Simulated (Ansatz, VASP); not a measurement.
## One calculation of NiO, two programs

```xyz
2
Lattice="0.0000 2.1335 2.1335 2.1335 0.0000 2.1335 2.1335 2.1335 0.0000" Properties=species:S:1:pos:R:3 pbc="T T T"
Ni    0.0000    0.0000    0.0000
O     2.1335    2.1335    2.1335
```

Alike in both runs: functional PBE; k mesh 8 × 8 × 8; occupations gaussian, width 0.1 eV; collinear spin; Hubbard terms Ni d U = 6.2 eV.

Ansatz relaxed the structure, and its values are those at the end. VASP's run is a single point on that final structure, the one shown.

```csv
,VASP,Ansatz
version,VASP 6.6.1,Ansatz 0.2.0
potentials or method,"VASP PAW PBE potentials, release 64 (Ni, O), cutoff 520 eV","scalar-relativistic, plane waves, PAW"
valence electrons in the cell,16,24
```

```tsv
	VASP	Ansatz	Ansatz less VASP
gap on the k mesh at the Fermi level (eV)	2.36	1.94	-0.423
least direct gap on the mesh (eV)	3.22	3.06	-0.161
pressure (GPa)	-8.2	0.1	+8.25
net moment per atom (μB)	1.00	1.00	0.000
size of the moment on the site where the two differ most (μB)	1.83	1.74	-0.090
```

Site moments also hang on the region over which each program counts them. The programs project onto different local orbitals, so the same U acts differently, and such runs can settle in different states. VASP's potentials hold 16 valence electrons a cell and Ansatz's 24, so a difference there can come from the potentials and not from the codes.
